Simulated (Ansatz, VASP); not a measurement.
**One calculation of SiC2, two programs**

```
Si C
1.0
     2.46491    0.00000    0.00000
    -1.23245    2.13467    0.00000
     0.00000    0.00000    7.12745
Si C
1 2
Cartesian
  0.0000 0.0000 0.0000
  0.0000 1.4231 3.5637
  1.2325 0.7115 3.5637
```

Alike in both runs: task single point; functional PBE-based screened hybrid; k mesh 6 × 6 × 2; occupations fermi-dirac, width 0.05 eV; no spin polarisation.

|  | VASP | Ansatz |
| --- | --- | --- |
| version | VASP 6.6.1 | Ansatz 0.2.0 |
| potentials or method | VASP PAW PBE potentials, release 64 (Si, C) | Ansatz PAW |
| plane-wave cutoff (eV) | 520 | 420 |
| valence electrons in the cell | 12 | 12 |

|  | VASP | Ansatz | Ansatz less VASP |
| --- | --- | --- | --- |
| gap on the k mesh at the Fermi level (eV) | none | none | - |
| pressure (GPa) | -2.8 | -3.0 | -0.12 |
| traceless stress, the component that is largest in VASP (GPa) | 5.39 | 5.49 | +0.106 |
| rms of the force components (eV/Å) | 0.373 | 0.000 | -0.3732 |

VASP's potentials were made for PBE, not for PBE-based screened hybrid. Atom by atom the forces differ by 0.373 eV/Å (rms over components). A gap of «none» marks a metal or a gap that the smearing closes. With one functional, cell and mesh, what is left measures potentials, basis and numerics.

The k mesh is coarse, so the values compare programs but aren't converged.
